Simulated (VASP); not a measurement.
Wanted: the native input for a VASP 6.6.1 run.

```
Task                   : electric field gradients
Functional             : LDA
Potentials or basis    : VASP PAW LDA potentials, release 64 (Pb_d, S)
Cutoff                 : 520 eV
k mesh                 : 8 × 8 × 8
Occupations            : fermi-dirac, width 0.01 eV
Spin                   : no spin polarisation
Dipole correction      : no
Further INCAR settings : ALGO = Normal; EDIFF = 1e-08; NBANDS = 17
```

The structure of PbS lies in POSCAR:

```
PbS
1.0
   -0.0889500000      2.9205250000      2.9205250000
    2.9205250000     -0.0889500000      2.9205250000
    2.9205250000      2.9205250000     -0.0889500000
Pb S
1 1
Direct
    0.0000000000      0.0000000000      0.0000000000
    0.5000000000      0.5000000000      0.5000000000
```

This cell differs from its parent crystal: equal xy, yz and zx shear strains of -3 %.

One way to write it, as run:

INCAR

```
  PREC = Accurate
  ENCUT = 520
  EDIFF = 1E-8
  ISMEAR = -1
  SIGMA = 0.01
  LREAL = False
  LASPH = True
  NELM = 80
  ALGO = Normal
  ISIF = 2
  LWAVE = False
  LCHARG = False
  LEFG = True
  NBANDS = 17
```

KPOINTS

```
regular mesh
0
Gamma
  8 8 8
```

Potentials or basis: VASP PAW LDA potentials, release 64 (Pb_d, S).

Command:

```sh
$ cat potpaw_LDA.64/Pb_d/POTCAR potpaw_LDA.64/S/POTCAR > POTCAR
$ mpirun -np 1 vasp_std > vasp.out
```

Results of the run:

The pressure is -2.6 GPa and the band gap on the k mesh is zero (band 10 reaches 5.67 eV, above the bottom of band 11 at 5.59 eV).

Caveat: the cell differs from its parent crystal (equal xy, yz and zx shear strains of -3 %); without QUAD_EFG the Cq values of the log hold for a quadrupole moment of 1 mb, not for the nuclei; spin-orbit coupling is left out, which moves the levels of the heavy elements.

Run time: 39 s on 1 thread of Intel(R) Xeon(R) Platinum 8488C (Sapphire Rapids), on a shared host, peak memory 0.18 GiB.
